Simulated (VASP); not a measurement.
Write the native input for VASP 6.6.1 that does the following.

```yaml
Task: relaxation of volume and atoms at fixed shape
Functional: PBEsol
Potentials_or_basis: VASP PAW PBE potentials, release 64 (Ta_pv)
Cutoff: 600 eV
k_mesh: 4 × 4 × 4
Occupations: fermi-dirac, width 0.05 eV
Spin: no spin polarisation
Dipole_correction: no
Further_INCAR_settings: ALGO = Normal; EDIFF = 1e-06; IBRION = 2; EDIFFG = -0.03; NSW = 80; ISIF = 8
```

The structure of Ta lies in POSCAR:

```
Ta
1.0
    4.1600000000      0.0000000000      0.0000000000
    0.0000000000      4.1600000000      0.0000000000
    0.0000000000      0.0000000000      4.1600000000
Ta
4
Direct
    0.0000000000      0.0000000000      0.0000000000
    0.0000000000      0.5000000000      0.5000000000
    0.5000000000      0.0000000000      0.5000000000
    0.5000000000      0.5000000000      0.0000000000
```

This isn't the form of Ta at room conditions, which is bcc.

One way to write it, as run:

INCAR

```
SYSTEM = Ta
PREC     = Accurate       ! precision mode
ENCUT    = 600            ! plane-wave cutoff, eV
EDIFF    = 1E-6           ! SCF threshold, eV
ISMEAR   = -1             ! smearing method
SIGMA    = 0.05           ! smearing width, eV
LREAL    = .FALSE.        ! projectors in reciprocal space
LASPH    = .TRUE.         ! aspherical terms in the spheres
NELM     = 60             ! most SCF steps
ALGO     = Normal         ! electronic algorithm
ISIF     = 8              ! what is computed and relaxed
LWAVE    = .FALSE.        ! write WAVECAR
LCHARG   = .FALSE.        ! write CHGCAR
GGA      = PS             ! functional
IBRION   = 2              ! ionic algorithm
NSW      = 80             ! ionic steps
EDIFFG   = -0.03          ! ionic threshold
```

KPOINTS

```
Automatic mesh
0
G
  4 4 4
  0 0 0
```

Potentials or basis: VASP PAW PBE potentials, release 64 (Ta_pv).

The run is started by

```bash
$ cat potpaw_PBE.64/Ta_pv/POTCAR > POTCAR
$ mpirun -np 1 vasp_std > vasp.out
```

It gave:

The relaxed volume is 18.37 Å³/atom and the relaxed cell is a = 4.188 Å, b = 4.188 Å, c = 4.188 Å, α = 90.00°, β = 90.00°, γ = 90.00°. The space group after relaxing (to 0.1 Å) is Fm-3m (No. 225). The energy gained by relaxing is 4.4 meV/atom and the ionic steps are 3. The pressure after relaxing is 0.0 GPa and the band gap on the k mesh is zero (bands 22 and 23 overlap by 1.92 eV).

Caveat: the k points lie up to 0.38 Å⁻¹ apart in the final cell, too coarse for converged energies and pressures of a metal; the PAW data sets were made with another functional, which shifts forces and pressure a little; spin-orbit coupling is left out, which moves the levels of the heavy elements.

Wall time 22 s on 1 thread of Intel(R) Xeon(R) 6975P-C (Granite Rapids), on a shared host, peak memory 0.22 GiB.
